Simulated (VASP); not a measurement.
# Y2MgC2 (R-3m) in VASP: further runs, part 2 of 2

VASP 6.6.1.

## 4. Relaxation of cell and atoms, PBE

This run uses another cell than the first one, of 19.81 Å³/atom.

File INCAR:

```
PREC = Accurate
ENCUT = 600
EDIFF = 1E-7
ISMEAR = 0
SIGMA = 0.1
LREAL = F
LASPH = T
NELM = 80
ALGO = Normal
ISIF = 3
LWAVE = F
LCHARG = F
GGA = PE
IBRION = 2
NSW = 90
EDIFFG = -0.04
```

File KPOINTS:

```
Automatic mesh
0
Gamma
  6 6 6
```

File POSCAR:

```
Y2MgC2
1.0
    2.4048769500      1.3884563500      4.9445219200
   -2.4048769500      1.3884563500      4.9445219200
    0.0000000000     -2.7769127100      4.9445219200
Y Mg C
2 1 2
Direct
    0.2680929000      0.2680929000      0.2680929000
    0.7319071000      0.7319071000      0.7319071000
    0.5000000000      0.5000000000      0.5000000000
    0.8801388100      0.8801388100      0.8801388100
    0.1198611900      0.1198611900      0.1198611900
```

Potentials or basis: VASP PAW PBE potentials, release 64 (Y_sv, Mg, C).

On the command line:

```bash
cat potpaw_PBE.64/Y_sv/POTCAR potpaw_PBE.64/Mg/POTCAR potpaw_PBE.64/C/POTCAR > POTCAR
mpirun -np 1 vasp_std > vasp.out
```

OUTCAR:

```text
PREC = Accurate
   ENCUT = 600
   EDIFF = 1E-7
   ISMEAR = 0
   LREAL = F
   LASPH = T
   NELM = 80
   ISIF = 3
   GGA = PE
   IBRION = 2
   NSW = 90
   EDIFFG = -0.04

 ion  position               nearest neighbor table
   1  0.268  0.268  0.268-   5 2.20   4 2.89   4 2.89   4 2.89   3 3.16   3 3.16   3 3.16   2 3.38
                             2 3.38   2 3.38   3 3.44   2 4.09   2 4.09   2 4.09
   2  0.732  0.732  0.732-   4 2.20   5 2.89   5 2.89   5 2.89   3 3.16   3 3.16   3 3.16   1 3.38
                             1 3.38   1 3.38   3 3.44   1 4.09   1 4.09   1 4.09
   3  0.500  0.500  0.500-   5 2.86   4 2.86   5 2.86   5 2.86   4 2.86   4 2.86   2 3.16   1 3.16
                             2 3.16   1 3.16   2 3.16   1 3.16   1 3.44   2 3.44
   4  0.880  0.880  0.880-   2 2.20   3 2.86   3 2.86   3 2.86   1 2.89   1 2.89   1 2.89
   5  0.120  0.120  0.120-   1 2.20   3 2.86   3 2.86   3 2.86   2 2.89   2 2.89   2 2.89

  LATTYP: Found a trigonal (rhomboedric) cell.
 ALAT       =     5.6709382996
 COS(alpha) =     0.6403286290

  Lattice vectors:

 A1 = (   2.4048769500,   1.3884563500,   4.9445219200)
 A2 = (  -2.4048769500,   1.3884563500,   4.9445219200)
 A3 = (   0.0000000000,  -2.7769127100,   4.9445219200)

Analysis of symmetry for initial positions (statically):
=====================================================================
 Subroutine PRICEL returns:
 Original cell was already a primitive cell.

[... 158 lines left out ...]
 conjugate gradient relaxation of ions
 non-spin polarized calculation
 Gauss-broadening in eV      SIGMA  =   0.10
  energy-cutoff  :      600.00
  volume of cell :       99.06
 maximum number of plane-waves:      3349
 NGX is ok and might be reduce to    48
   NGX = 23   NGY = 23   NGZ = 23

--------------------------------------- Ionic step        1  -------------------------------------------

 number of electron      32.0000001 magnetization

 Free energy of the ion-electron system (eV)
  ---------------------------------------------------
  ext. energy  EPLUGINS =         0.00000000
  ---------------------------------------------------
  free energy    TOTEN  =       -28.24557339 eV

  energy without entropy =      -28.23532486  energy(sigma->0) =      -28.24044912

 E-fermi :   3.3899     XC(G=0):  -9.7617

 val. band max:        3.3487499536   @ k =  -0.3333   0.1667   0.0000
 cond. band min:       3.3899459824   @ k =  -0.3333   0.3333   0.0000
 fundamental gap:      0.0411960288
 Fermi energy:         3.3899345699
[... 1224 lines left out ...]
     19       6.2317      0.00000
     20       6.9409      0.00000

 [... further k-points ...]

[... ionic steps 4 to 21 ...]

--------------------------------------- Ionic step       22  -------------------------------------------

 number of electron      32.0000002 magnetization

------------------------ aborting loop because EDIFF is reached ----------------------------------------
[... 73 lines left out ...]
--------------------------------------- Ionic step       24  -------------------------------------------

 number of electron      32.0000000 magnetization

 Free energy of the ion-electron system (eV)
  ---------------------------------------------------
  ext. energy  EPLUGINS =         0.00000000
  ---------------------------------------------------
  free energy    TOTEN  =       -31.84890727 eV

  energy without entropy =      -31.83323511  energy(sigma->0) =      -31.84107119

 E-fermi :   3.2367     XC(G=0):  -9.7974

 val. band max:        3.2353312975   @ k =  -0.3333   0.1667   0.0000
 cond. band min:       3.2395119287   @ k =   0.1667   0.1667   0.0000
 fundamental gap:      0.0041806312
 Fermi energy:         3.2367031197
[... 584 lines left out ...]
  FREE ENERGIE OF THE ION-ELECTRON SYSTEM (eV)
  ---------------------------------------------------
  free  energy   TOTEN  =       -31.8489072683 eV

  energy  without entropy=      -31.8332351143  energy(sigma->0) =      -31.84107119

 reached required accuracy - stopping structural energy minimisation
```

OSZICAR:

```text
N       E                     dE             d eps       ncg     rms          rms(c)
DAV:   1     0.159970351425E+03    0.15997E+03   -0.16657E+04  1280   0.165E+03
DAV:   2    -0.168059293791E+02   -0.17678E+03   -0.16986E+03  1568   0.337E+02
DAV:   3    -0.344900980994E+02   -0.17684E+02   -0.17097E+02  2340   0.698E+01
[... 318 lines left out ...]
DAV:   5    -0.318488755231E+02   -0.58279E-04   -0.14760E-04  1944   0.601E-02    0.565E-02
DAV:   6    -0.318488998645E+02   -0.24341E-04   -0.14491E-04  2164   0.508E-02    0.123E-02
DAV:   7    -0.318489050408E+02   -0.51764E-05   -0.21187E-05  2060   0.252E-02    0.792E-03
DAV:   8    -0.318489068781E+02   -0.18372E-05   -0.41602E-06  1876   0.102E-02    0.336E-03
DAV:   9    -0.318489071939E+02   -0.31578E-06   -0.32761E-07  1248   0.377E-03    0.113E-03
DAV:  10    -0.318489072683E+02   -0.74445E-07   -0.55576E-08   736   0.212E-03
  24 F= -.31848907E+02 E0= -.31841071E+02  d E =-.164168E-01
```

CONTCAR:

```text
Y2MgC2
   1.00000000000000
     1.8754666911955034    1.0828011944789966    7.7179551311807923
    -1.8754666911955034    1.0828011944789966    7.7179551311807923
    -0.0000000000000000   -2.1656024012833819    7.7179551323643931
  Y               Mg              C
     2     1     2
Direct
     0.2608630501643894    0.2608630501643894    0.2608630501595764
     0.7391369498356104    0.7391369498356104    0.7391369498404234
     0.5000000000000000    0.5000000000000000    0.5000000000000000
     0.8897257140571526    0.8897257140571526    0.8897257140617250
     0.1102742859428474    0.1102742859428474    0.1102742859382751

  0.00000000E+00  0.00000000E+00  0.00000000E+00
  0.00000000E+00  0.00000000E+00  0.00000000E+00
  0.00000000E+00  0.00000000E+00  0.00000000E+00
  0.00000000E+00  0.00000000E+00  0.00000000E+00
  0.00000000E+00  0.00000000E+00  0.00000000E+00
```

Run time: 47 min. Hardware: 1 thread of AMD EPYC 7R13 (Zen 3), shared host; peak memory 0.42 GiB.

Results:

```yaml
Free_energy: -31.8489 eV
Relaxed_volume: 18.81 Å³/atom
Relaxed_cell: a = 8.016 Å, b = 8.016 Å, c = 8.016 Å, α = 27.06°, β = 27.06°, γ = 27.06°
Space_group_after_relaxing_to_0.1_Å: R-3m (No. 166)
Energy_gained_by_relaxing: 720.7 meV/atom
Ionic_steps: 24
Pressure_after_relaxing: 0.0 GPa
Largest_force_after_relaxing: 0.029 eV/Å
Band_gap_on_the_k_mesh: zero (bands 16 and 17 overlap by 0.68 eV)
```

Forces on the atoms (eV/Å):
```
Y    0.000  0.000  0.029
Y    0.000  0.000 -0.029
Mg   0.000  0.000  0.000
C    0.000  0.000 -0.006
C    0.000  0.000  0.006
```

Stress tensor (GPa, compression positive):
```
-0.24  0.00  0.00
 0.00 -0.24  0.00
 0.00  0.00  0.33
```

The path:
```tsv
step	energy change (eV)	largest force (eV/Å)	pressure (GPa)	volume (Å³)
1	0.0000	1.6962	-6.92	99.06
2	-1.6658	1.2246	-2.65	86.90
3	-2.3263	1.1377	9.01	77.06
4	-2.9884	0.1176	3.71	83.06
5	-3.0540	0.4729	3.44	85.14
6	-2.9814	1.1854	4.40	89.09
7	-3.0541	0.7374	3.64	86.55
8	-3.1028	0.2748	-3.69	93.25
9	-3.1291	0.4389	-1.20	90.68
10	-3.2128	0.2610	-0.89	91.09
11	-3.3918	0.3134	-0.49	91.97
12	-2.9276	2.0031	-1.24	92.25
13	-3.3830	0.6768	-0.93	92.14
14	-3.4569	0.6050	0.82	91.48
15	-3.4807	0.5227	3.09	90.55
16	-3.5357	0.5091	0.84	93.66
17	-3.5394	0.5132	0.06	94.76
18	-3.5591	0.3583	0.24	94.89
19	-3.5790	0.3137	0.69	95.19
20	-3.5861	0.0888	-1.20	96.75
21	-3.5869	0.1442	-0.74	96.36
22	-3.5951	0.1142	-0.52	95.67
23	-3.6030	0.0478	-0.15	94.37
24	-3.6033	0.0289	-0.05	94.04
```

Final structure:
```
Y Mg C
1.0
     1.87547    1.08280    7.71796
    -1.87547    1.08280    7.71796
     0.00000   -2.16560    7.71796
Y Mg C
2 1 2
Cartesian
  0.0000 0.0000 6.0400
  0.0000 0.0000 17.1139
  0.0000 0.0000 11.5769
  0.0000 0.0000 20.6006
  0.0000 0.0000 2.5533
```

Levels at points of the mesh, in eV from the Fermi level:
```
           k point  band 12  band 13  band 14  band 15  band 16  band 17  band 18  band 19  band 20
(0.00, 0.00, 0.00)    -1.56    -1.56    -1.29    -1.29    -1.12    -0.59     3.49     3.49     3.61
(0.50, 0.00, 0.00)    -2.36    -1.90    -1.24    -0.46     0.10     0.18     0.74     2.70     3.90
(0.50, 0.50, 0.00)    -2.32    -1.76    -1.30    -0.44    -0.38     0.66     1.13     2.41     3.97
(0.50, 0.50, 0.50)    -2.00    -1.52    -1.52    -1.32    -1.32     0.42     3.08     3.28     3.28
```

Caveat: a cell axis changed by over 15 % at a fixed basis, so the end point is rough.

## 5. Single point, PBE, collinear spin

File INCAR:

```
ALGO = Normal ; EDIFF = 1E-6
ENCUT = 520 ; GGA = PE
ISIF = 2 ; ISMEAR = 0
ISPIN = 2 ; LASPH = True
LCHARG = True ; LELF = True
LMAXMIX = 4 ; LORBIT = 11
LREAL = False ; LVHAR = True
LWAVE = False ; MAGMOM = 0 0 0 1 1
NBANDS = 28 ; NELM = 150
PREC = Accurate ; SIGMA = 0.1
```

File KPOINTS:

```
k-points
0
Gamma
  6 6 6
```

File POSCAR:

```
Y2MgC2
1.0
    1.8420335969      1.0634985931      8.3859702422
   -1.8420335969      1.0634985931      8.3859702422
    0.0000000000     -2.1269971861      8.3859702422
Y Mg C
2 1 2
Direct
    0.2591058217      0.2591058217      0.2591058217
    0.7408941783      0.7408941783      0.7408941783
    0.5000000000      0.5000000000      0.5000000000
    0.8881680969      0.8881680969      0.8881680969
    0.1118319031      0.1118319031      0.1118319031
```

On the command line:

```bash
cat potpaw_PBE.64/Y_sv/POTCAR potpaw_PBE.64/Mg/POTCAR potpaw_PBE.64/C/POTCAR > POTCAR
mpirun -np 1 vasp_std > vasp.out
```

Run time: 27 min. Hardware: 1 thread of AMD EPYC 7R13 (Zen 3), shared host; peak memory 0.84 GiB.

It converged, with:

```
Free energy                                           : -32.0507 eV
Pressure                                              : -0.1 GPa
Largest force                                         : 0.010 eV/Å
Band gap on the k mesh                                : zero (filled and empty bands overlap)
Net moment                                            : 0.00 μB per cell
Valence electrons inside the program's atomic spheres : Y 9.88; Mg 0.34; C 2.29
```

Forces on the atoms (eV/Å):
```
Y    0.000  0.000 -0.010
Y    0.000  0.000  0.010
Mg   0.000  0.000  0.000
C    0.000  0.000 -0.005
C    0.000  0.000  0.005
```

Stress tensor (GPa, compression positive):
```
-0.18  0.00  0.00
 0.00 -0.18  0.00
 0.00  0.00 -0.07
```

Levels at points of the mesh, in eV from the Fermi level:
Spin up:
| k point | band 13 | band 14 | band 15 | band 16 | band 17 | band 18 | band 19 | band 20 |
| --- | --- | --- | --- | --- | --- | --- | --- | --- |
| (0.00, 0.00, 0.00) | -1.23 | -1.23 | -1.03 | -1.03 | -0.91 | 3.75 | 3.75 | 3.85 |
| (0.50, 0.00, 0.00) | -1.77 | -0.94 | -0.35 | 0.16 | 0.40 | 0.81 | 2.51 | 4.13 |
| (0.50, 0.50, 0.00) | -1.69 | -0.98 | -0.30 | -0.15 | 0.74 | 0.95 | 2.40 | 3.58 |
| (0.50, 0.50, 0.50) | -1.21 | -1.21 | -1.05 | -1.05 | -0.11 | 3.09 | 3.62 | 3.62 |
Spin down:
```
           k point  band 13  band 14  band 15  band 16  band 17  band 18  band 19  band 20
(0.00, 0.00, 0.00)    -1.23    -1.23    -1.03    -1.03    -0.91     3.75     3.75     3.85
(0.50, 0.00, 0.00)    -1.77    -0.94    -0.35     0.17     0.41     0.81     2.51     4.13
(0.50, 0.50, 0.00)    -1.69    -0.98    -0.30    -0.15     0.74     0.95     2.40     3.58
(0.50, 0.50, 0.50)    -1.21    -1.21    -1.04    -1.04    -0.11     3.09     3.62     3.62
```

## 6. Single point, PBE, collinear spin

This run uses another cell than the first one, of 19.81 Å³/atom.

File INCAR:

```
SYSTEM = Y2MgC2
  PREC = Accurate
  ENCUT = 520
  EDIFF = 1E-6
  ISMEAR = 0
  SIGMA = 0.1
  LREAL = .FALSE.
  LASPH = .TRUE.
  NELM = 150
  ALGO = Normal
  ISIF = 2
  LWAVE = .FALSE.
  LCHARG = .TRUE.
  ISPIN = 2
  MAGMOM = 0 0 0 1 1
  LORBIT = 11
  LMAXMIX = 4
  GGA = PE
  LELF = .TRUE.
  LVHAR = .TRUE.
  NBANDS = 28
```

File KPOINTS:

```
regular mesh
0
G
  6 6 6
  0 0 0
```

File POSCAR:

```
Y2MgC2
1.0
    2.4048769500      1.3884563500      4.9445219200
   -2.4048769500      1.3884563500      4.9445219200
    0.0000000000     -2.7769127100      4.9445219200
Y Mg C
2 1 2
Direct
    0.2680929000      0.2680929000      0.2680929000
    0.7319071000      0.7319071000      0.7319071000
    0.5000000000      0.5000000000      0.5000000000
    0.8801388100      0.8801388100      0.8801388100
    0.1198611900      0.1198611900      0.1198611900
```

Potentials or basis: VASP PAW PBE potentials, release 64 (Y_sv, Mg, C).

On the command line:

```bash
cat potpaw_PBE.64/Y_sv/POTCAR potpaw_PBE.64/Mg/POTCAR potpaw_PBE.64/C/POTCAR > POTCAR
mpirun -np 1 vasp_std > vasp.out
```

Wall time 5.3 min (1 thread of AMD EPYC 7R13 (Zen 3), shared host); peak memory 0.39 GiB.

It converged, with:

```yaml
Free_energy: -28.2452 eV
Pressure: -6.9 GPa
Largest_force: 1.696 eV/Å
Band_gap_on_the_k_mesh: zero (filled and empty bands overlap)
Net_moment: 0.00 μB per cell
Valence_electrons_inside_the_program's_atomic_spheres: Y 9.66; Mg 0.34; C 2.16
```

Forces in eV/Å, atoms in the order of the input:
```
Y    0.000  0.000 -1.696
Y    0.000  0.000  1.696
Mg   0.000  0.000  0.000
C    0.000  0.000  1.381
C    0.000  0.000 -1.381
```

Stress tensor (GPa, compression positive):
```
-13.19   0.00   0.00
  0.00 -13.19   0.00
  0.00   0.00   5.71
```

Levels at points of the mesh, in eV from the Fermi level:
Spin up:
| k point | band 12 | band 13 | band 14 | band 15 | band 16 | band 17 | band 18 | band 19 | band 20 | band 21 |
| --- | --- | --- | --- | --- | --- | --- | --- | --- | --- | --- |
| (0.00, 0.00, 0.00) | -2.50 | -2.09 | -2.02 | -2.02 | -0.95 | 0.18 | 0.62 | 2.41 | 2.41 | 3.60 |
| (0.50, 0.00, 0.00) | -2.76 | -1.98 | -1.45 | -0.44 | -0.30 | 0.50 | 0.79 | 1.24 | 1.41 | 2.05 |
| (0.50, 0.50, 0.00) | -2.68 | -2.42 | -2.08 | -0.52 | 0.34 | 0.45 | 0.86 | 1.13 | 2.16 | 2.62 |
| (0.50, 0.50, 0.50) | -2.24 | -2.24 | -2.17 | -1.32 | -1.32 | 0.13 | 0.93 | 0.93 | 1.39 | 1.39 |
Spin down:
```csv
k point,band 14,band 15,band 16,band 17,band 18,band 19
"(0.00, 0.00, 0.00)",-2.02,-2.02,-0.95,0.18,0.62,2.41
"(0.50, 0.00, 0.00)",-1.45,-0.44,-0.30,0.50,0.79,1.24
"(0.50, 0.50, 0.00)",-2.08,-0.52,0.34,0.45,0.86,1.13
"(0.50, 0.50, 0.50)",-2.17,-1.32,-1.32,0.13,0.93,0.93
```

Caveat: the stress differs along the axes, from -13 to 6 GPa; forces of over 1 eV/Å act on the atoms, so gaps and moduli don't describe the material at rest.

## 7. Overview

```tsv
task	spin	cell	cutoff (eV)	gap on the mesh (eV)	pressure (GPa)	moment (μB)	largest force (eV/Å)
single point	off	a = 8.652 Å, angles 24.6°, 5 atoms, atomic positions A	520	none	-0.1	-	0.01
single point	off	a = 5.671 Å, angles 50.2°, 5 atoms, atomic positions B	520	none	-6.9	-	1.70
relaxation of cell and atoms	off	relaxed from a = 5.671 Å, angles 50.2°, 5 atoms, atomic positions B	600	none	0.0	-	0.03
single point	collinear	a = 8.652 Å, angles 24.6°, 5 atoms, atomic positions A	520	none	-0.1	0.00	0.01
single point	collinear	a = 5.671 Å, angles 50.2°, 5 atoms, atomic positions B	520	none	-6.9	0.00	1.70
```

Alike in all rows: level PBE; potentials or basis VASP PAW PBE potentials, release 64 (Y_sv, Mg, C); k mesh 6 × 6 × 6; smearing gaussian 0.1 eV.

Caveats: the stress differs along the axes, from -13 to 6 GPa (at least some runs); forces of over 1 eV/Å act on the atoms, so gaps and moduli don't describe the material at rest (at least some runs); a cell axis changed by over 15 % at a fixed basis, so the end point is rough (at least some runs).

Total energies depend on the potentials used, so only differences within one code and one set of settings carry meaning.

The gap in the log of VASP goes by the Fermi energy; the results here count the filled bands.